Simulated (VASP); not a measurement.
# Li7CaNb8O24 (a cell with a defect) in VASP: single point with PBE0

Aim: the single point of Li7CaNb8O24 (a cell with a defect) with PBE0.

All numbers are computed with VASP 6.6.1; they aren't measurements. Logs are shortened: lines on timing, memory, paths and dates and some standing lists are left out, and cuts for length are marked.

## 1. The cell of the first run

The cell holds a defect, 40 atoms: a = 5.550 Å, b = 11.101 Å, c = 11.101 Å, α = 55.75°, β = 55.75°, γ = 55.75°.

## 2. Single point, PBE0, collinear spin

Contents of POSCAR:

```
Li7CaNb8O24
1.0
    2.5949501352      1.4981951591      4.6722232478
   -5.1899002704      2.9963903182      9.3444464955
    0.0000000000     -5.9927806363      9.3444464955
Li Nb O Ca
7 8 24 1
Direct
    0.7164349527      0.3633524533      0.3636800058
    0.2168040971      0.1145146954      0.1105889648
    0.7400614836      0.3634006903      0.8524284848
    0.2282269613      0.1147970612      0.6047254907
    0.7112936876      0.8603141906      0.3677633355
    0.2150682741      0.6108989070      0.1153212269
    0.7216154817      0.8523528395      0.8615825189
    1.0274702416      0.5026266442      0.4960380045
    0.5067507622      0.2503182830      0.2525865600
    0.9962902950      0.4970935293      1.0138169113
    0.5179612581      0.2417342282      0.7606372279
    0.9883498672      1.0139341079      0.5000854459
    0.5073936823      0.7635982039      0.2429028715
    1.0060545447      1.0035042940      1.0028984821
    0.4816262453      0.7535046637      0.7596283725
    0.2850542914      0.3191398588      0.4402268490
    0.6265568444      0.4448535452      0.1402327051
    0.8912457977      0.1434302736      0.3120409640
    0.3885599048      0.0701411187      0.3909346877
    0.7686618404      0.1942652351      0.0683990133
    0.1343780303      0.3854152709      0.1960834833
    0.2619436366      0.3207058121      0.9414628218
    0.6845483464      0.4235763181      0.6428460306
    0.9021298824      0.1344557710      0.8161043557
    0.3984336848      0.0613503955      0.8890120866
    0.7708701420      0.1919618762      0.5696464123
    0.1637814264      0.3896103077      0.6892218506
    0.2801843748      0.8377291398      0.4248923744
    0.6367116397      0.9474641606      0.1305295548
    0.8874622572      0.6388244111      0.3215881105
    0.3949855003      0.5726469140      0.3903042845
    0.7743836938      0.6907741266      0.0711079077
    0.1356189296      0.8865168145      0.1928203556
    0.2514671437      0.8212486864      0.9430795419
    0.6461629592      0.9387897317      0.6313883898
    0.8454058842      0.6422818010      0.8368936846
    0.3783769453      0.5662248665      0.8830079626
    0.7648279201      0.6868404935      0.5756711042
    0.1316806188      0.8817249362      0.6905906555
    0.2406465512      0.6168233437      0.6199709108
```

Contents of INCAR.step1:

```
PREC     = Accurate       # precision mode
ENCUT    = 520            # plane-wave cutoff, eV
EDIFF    = 1E-5           # SCF threshold, eV
ISMEAR   = -1             # smearing method
SIGMA    = 0.01           # smearing width, eV
LREAL    = Auto         
LASPH    = T              # aspherical terms in the spheres
NELM     = 150            # most SCF steps
ALGO     = Normal         # electronic algorithm
ISIF     = 2              # what is computed and relaxed
LWAVE    = T              # write WAVECAR
LCHARG   = F              # write CHGCAR
ISPIN    = 2              # spin polarisation
MAGMOM   = 0 0 0 0 0 0 0 0.12 0.1 0.14 0.16 0.13 0.13 0.18 0.18 -0.02 0 0 0 -0.02 0 -0.03 0 -0.01 0 -0.02 0 -0.02 -0.01 0 0 -0.02 -0.01 -0.03 -0.02 0 0 -0.02 -0.01 0 # initial moments
LORBIT   = 11             # projections on sites
NUPDOWN  = 2.0            # fixed moment
LMAXMIX  = 4              # l up to which the mixer works
GGA      = PE             # functional
NELECT   = 280.0        
NBANDS   = 170            # bands
NCORE    = 2
```

Contents of INCAR.step2:

```
PREC     = Accurate       # precision mode
ENCUT    = 520            # plane-wave cutoff, eV
EDIFF    = 1E-6           # SCF threshold, eV
ISMEAR   = -1             # smearing method
SIGMA    = 0.01           # smearing width, eV
LREAL    = Auto         
LASPH    = T              # aspherical terms in the spheres
NELM     = 150            # most SCF steps
ALGO     = Normal         # electronic algorithm
ISIF     = 2              # what is computed and relaxed
LWAVE    = F              # write WAVECAR
LCHARG   = F              # write CHGCAR
ISPIN    = 2              # spin polarisation
MAGMOM   = 0 0 0 0 0 0 0 0.12 0.1 0.14 0.16 0.13 0.13 0.18 0.18 -0.02 0 0 0 -0.02 0 -0.03 0 -0.01 0 -0.02 0 -0.02 -0.01 0 0 -0.02 -0.01 -0.03 -0.02 0 0 -0.02 -0.01 0 # initial moments
LORBIT   = 11             # projections on sites
NUPDOWN  = 2.0            # fixed moment
LMAXMIX  = 4              # l up to which the mixer works
GGA      = PE             # functional
LHFCALC  = T              # exact exchange
AEXX     = 0.25           # exact-exchange fraction
PRECFOCK = Fast         
ISTART   = 1            
NELECT   = 280.0        
NBANDS   = 170            # bands
```

Contents of KPOINTS:

```
Automatic mesh
0
Gamma
  1 1 1
  0.25 0.25 0.25
```

Potentials or basis: VASP PAW PBE potentials, release 64 (Li_sv, Nb_sv, O, Ca_sv).

Run with:

```sh
$ cat potpaw_PBE.64/Li_sv/POTCAR potpaw_PBE.64/Nb_sv/POTCAR potpaw_PBE.64/O/POTCAR potpaw_PBE.64/Ca_sv/POTCAR > POTCAR
$ cp INCAR.step1 INCAR
$ mpirun -np 4 vasp_std > vasp.out
$ cp INCAR.step2 INCAR
$ mpirun -np 4 vasp_std > vasp.out
```

OUTCAR:

```text
PREC = Accurate
   ENCUT = 520
   EDIFF = 1E-6
   ISMEAR = -1
   LREAL = Auto
   LASPH = T
   NELM = 150
   ISIF = 2
   ISPIN = 2
   LORBIT = 11
   NUPDOWN = 2.0
   GGA = PE
   LHFCALC = T
   AEXX = 0.25
   PRECFOCK = Fast
   ISTART = 1
   NELECT = 280.0

 ion  position               nearest neighbor table
   1  0.716  0.363  0.364-  21 2.04  26 2.04  31 2.04
   2  0.217  0.115  0.111-  18 1.99  22 2.03  29 2.04
   3  0.740  0.363  0.852-  37 2.05  27 2.07  20 2.08  23 2.19
   4  0.228  0.115  0.605-  16 2.02  24 2.04  35 2.08  19 2.26
   5  0.711  0.860  0.368-  19 2.04  38 2.06  33 2.10  28 2.23
   6  0.215  0.611  0.115-  17 2.02  30 2.03  34 2.05
   7  0.722  0.852  0.862-  39 2.04  25 2.05  32 2.05  36 2.17
   8  0.027  0.503  0.496-  30 1.93  16 1.93  23 1.96  31 2.05  38 2.08  27 2.12
   9  0.507  0.250  0.253-  19 1.92  20 1.94  21 1.96  18 2.06  16 2.07  17 2.08
  10  0.996  0.497  0.014-  17 1.92  22 1.96  36 1.98  21 2.02  32 2.05  37 2.08
  11  0.518  0.242  0.761-  25 1.92  27 1.96  26 1.97  24 2.03  22 2.05  23 2.10
  12  0.988  0.014  0.500-  35 1.93  18 1.93  28 1.97  26 1.99  39 2.08  19 2.11
  13  0.507  0.764  0.243-  32 1.92  33 1.92  31 2.00  29 2.00  28 2.05  30 2.13
  14  0.006  0.004  0.003-  24 1.94  29 1.94  34 1.94  33 2.05  20 2.06  25 2.08
  15  0.482  0.754  0.760-  39 1.93  37 1.94  38 1.99  34 2.01  36 2.07  35 2.11
  16  0.285  0.319  0.440-   8 1.93   4 2.02   9 2.07
  17  0.627  0.445  0.140-  10 1.92   6 2.02   9 2.08
[... 9 lines left out ...]
  27  0.164  0.390  0.689-  11 1.96   3 2.07   8 2.12  40 2.41
  28  0.280  0.838  0.425-  12 1.97  13 2.05  40 2.20   5 2.23
  29  0.637  0.947  0.131-  14 1.94  13 2.00   2 2.04
  30  0.887  0.639  0.322-   8 1.93   6 2.03  13 2.13
  31  0.395  0.573  0.390-  13 2.00   1 2.04   8 2.05  40 2.44
  32  0.774  0.691  0.071-  13 1.92   7 2.05  10 2.05
  33  0.136  0.887  0.193-  13 1.92  14 2.05   5 2.10
  34  0.251  0.821  0.943-  14 1.94  15 2.01   6 2.05
  35  0.646  0.939  0.631-  12 1.93   4 2.08  15 2.11
  36  0.845  0.642  0.837-  10 1.98  15 2.07   7 2.17  40 2.19
  37  0.378  0.566  0.883-  15 1.94   3 2.05  10 2.08
  38  0.765  0.687  0.576-  15 1.99   5 2.06   8 2.08  40 2.56
  39  0.132  0.882  0.691-  15 1.93   7 2.04  12 2.08
  40  0.241  0.617  0.620-  36 2.19  28 2.20  23 2.21  27 2.41  31 2.44  38 2.56

  LATTYP: Found a base centered monoclinic cell.
 ALAT       =    15.1977748150
 B/A-ratio  =     0.6829815988
 C/A-ratio  =     0.3652177897
 COS(beta)  =    -0.0918250334

  Lattice vectors:

 A1 = (   7.7848504056,  -1.4981951591,  -4.6722232477)
[... 242 lines left out ...]

 Free energy of the ion-electron system (eV)
  ---------------------------------------------------
  ext. energy  EPLUGINS =         0.00000000
  ---------------------------------------------------
  free energy    TOTEN  =      -404.48426426 eV

  energy without entropy =     -404.48426426  energy(sigma->0) =     -404.48426426

 E-fermi :   2.3193     XC(G=0):  -8.5227

 val. band max:        6.3606461984   @ k =   0.2500   0.2500   0.2500
 cond. band min:       7.8852938017   @ k =   0.2500   0.2500   0.2500
 fundamental gap:      1.5246476033
 Fermi energy:         6.7967170657

 spin component 1

 k-point     1 :       0.2500    0.2500    0.2500
  band No.  band energies     occupation
      1     -55.4462      1.00000
      2     -55.4283      1.00000
      3     -55.3759      1.00000
      4     -55.3554      1.00000
      5     -55.3421      1.00000
      6     -55.2717      1.00000
[... 144 lines left out ...]
    151       8.7009      0.00000
    152       8.7818      0.00000
 Fermi energy:         2.3192768175

 spin component 2

 k-point     1 :       0.2500    0.2500    0.2500
  band No.  band energies     occupation
      1     -55.2997      1.00000
      2     -55.2456      1.00000
      3     -55.1878      1.00000
      4     -55.1803      1.00000
      5     -55.1350      1.00000
      6     -55.0369      1.00000
[... 144 lines left out ...]
    151       9.0915      0.00000
    152       9.1237      0.00000
 [bands above 152 left out]

------------------------ aborting loop because EDIFF is reached ----------------------------------------

  FORCE on cell =-STRESS in cart. coord.  units (eV):
  Direction    XX          YY          ZZ          XY          YZ          ZX
  --------------------------------------------------------------------------------------
  -------------------------------------------------------------------------------------
  Total        1.9326842      2.5795174     -6.0548282     -0.4542026     -0.6748906     -0.5338733
  in kB        7.1029581      9.4801850    -22.2525699     -1.6692754     -2.4803428     -1.9620792
  external PRESSURE =      -1.8898089 kB  Pullay stress =       0.0000000 kB

 VOLUME and BASIS-vectors are now :
 -----------------------------------------------------------------------------
  energy-cutoff  :      520.00
  volume of cell :      435.95
      direct lattice vectors                 reciprocal lattice vectors
     2.594950135  1.498195159  4.672223248     0.192681930  0.111244964  0.071343623
    -5.189900270  2.996390318  9.344446495    -0.096340965  0.055622482  0.035671811
     0.000000000 -5.992780636  9.344446495    -0.000000000 -0.111244964  0.035671811

 POSITION                                       TOTAL-FORCE (eV/Angst)
 -----------------------------------------------------------------------------------
     -0.02665     -0.01735     10.14106         0.004126      0.001304     -0.003160
     -0.03172      0.00521      3.11643         0.003485      0.002799      0.006016
      0.03441     -2.91077     14.81898        -0.011271      0.021998     -0.004677
     -0.00355     -2.93808      7.78987        -0.003740     -0.010452      0.008032
     -2.61917      1.43957     14.79903        -0.002873     -0.005348      0.001573
     -2.61241      1.46161      7.79097         0.008085      0.014645     -0.006717
[... 32 lines left out ...]
     -4.23436     -1.29928     15.30766         0.243012      0.178590      0.065729
     -2.57679     -1.50657     12.68151         0.000043     -0.038414     -0.002145
 -----------------------------------------------------------------------------------
    total drift:                               -0.004169     -0.008877     -0.000721

  FREE ENERGIE OF THE ION-ELECTRON SYSTEM (eV)
  ---------------------------------------------------
  free  energy   TOTEN  =      -404.4842642593 eV

  energy  without entropy=     -404.4842642593  energy(sigma->0) =     -404.48426426

 total charge

# of ion       s       p       d       tot
------------------------------------------
    1        2.013   0.051   0.000   2.064
    2        2.014   0.053   0.000   2.067
    3        2.012   0.047   0.000   2.059
    4        2.012   0.049   0.000   2.062
    5        2.012   0.048   0.000   2.059
    6        2.013   0.050   0.000   2.063
[... 32 lines left out ...]
   39        1.572   3.538   0.000   5.110
   40        2.037   5.895   0.307   8.239
--------------------------------------------------
tot         71.461 140.430  16.199 228.089

 magnetization (x)

# of ion       s       p       d       tot
------------------------------------------
    1       -0.000   0.000   0.000   0.000
    2       -0.000   0.000   0.000   0.000
    3       -0.000   0.000   0.000   0.000
    4       -0.000   0.000   0.000   0.000
    5       -0.000   0.000   0.000   0.000
    6       -0.000   0.000   0.000   0.000
[... 32 lines left out ...]
   39       -0.000  -0.008   0.000  -0.009
   40       -0.000   0.000   0.003   0.003
--------------------------------------------------
tot          0.004  -0.225   1.823   1.602
```

It took 59 min on 4 MPI ranks of Intel Xeon Platinum 8259CL at 2.50GHz (Skylake/Cascade Lake), shared host; peak memory 0.57 GiB.

What came out:

```
Free energy                                           : -404.4843 eV
Largest force                                         : 0.432 eV/Å
Net moment                                            : 2.00 μB per cell
Site moments                                          : Li +0.00; Nb +0.20, +0.16, +0.23, +0.26, +0.21, +0.29, +0.30 (each value once); O -0.02, -0.00, +0.00, -0.01, -0.03 (each value once); Ca +0.00 μB
Valence electrons inside the program's atomic spheres : Li 2.06, 2.07 (each value once); Nb 10.33, 10.31, 10.32, 10.34 (each value once); O 5.12, 5.11, 5.10, 5.14 (each value once); Ca 8.24
```

Forces on the atoms (eV/Å):
```
Li   0.004  0.001 -0.003
Li   0.003  0.003  0.006
Li  -0.011  0.022 -0.005
Li  -0.004 -0.010  0.008
Li  -0.003 -0.005  0.002
Li   0.008  0.015 -0.007
Li   0.010  0.007 -0.017
Nb  -0.027 -0.042 -0.094
Nb  -0.017  0.002 -0.115
Nb  -0.039 -0.004 -0.111
Nb   0.100 -0.091 -0.102
Nb  -0.151 -0.136 -0.128
Nb  -0.077  0.127 -0.143
Nb   0.079  0.220 -0.273
Nb  -0.109 -0.100  0.035
O   -0.241  0.166  0.015
O    0.299  0.125  0.087
O   -0.056 -0.326  0.012
O   -0.300  0.239  0.097
O   -0.029 -0.378  0.117
O    0.307  0.162  0.047
O   -0.192  0.200  0.059
O    0.188  0.159  0.048
O   -0.036 -0.405  0.076
O   -0.313  0.187  0.124
O    0.197 -0.199 -0.077
O    0.148  0.184 -0.040
O   -0.158  0.180 -0.033
O    0.276 -0.101 -0.100
O    0.059 -0.336  0.119
O   -0.303  0.135  0.003
O   -0.052 -0.348  0.139
O    0.311  0.166  0.115
O   -0.207  0.193  0.060
O    0.243  0.299  0.196
O   -0.035 -0.201 -0.038
O   -0.274 -0.038 -0.033
O    0.156 -0.211 -0.106
O    0.243  0.179  0.066
Ca   0.000 -0.038 -0.002
```

Caveat: the k points lie up to 1.14 Å⁻¹ apart, too coarse for converged energies, forces and pressures; the cell carries a net charge on a neutralising background, which shifts energy and pressure; the cell is charged against a uniform background, so pressure and absolute levels hang on convention; the cutoff is under 1.25 times the usual one of these potentials, so pressure, stress and relaxed cells hold a basis-set (Pulay) error; the moment is held away from its start; the PAW data sets were made with another functional, which shifts forces and pressure a little; the total moment is fixed, so each spin has its own Fermi level and the state may be an excited one.
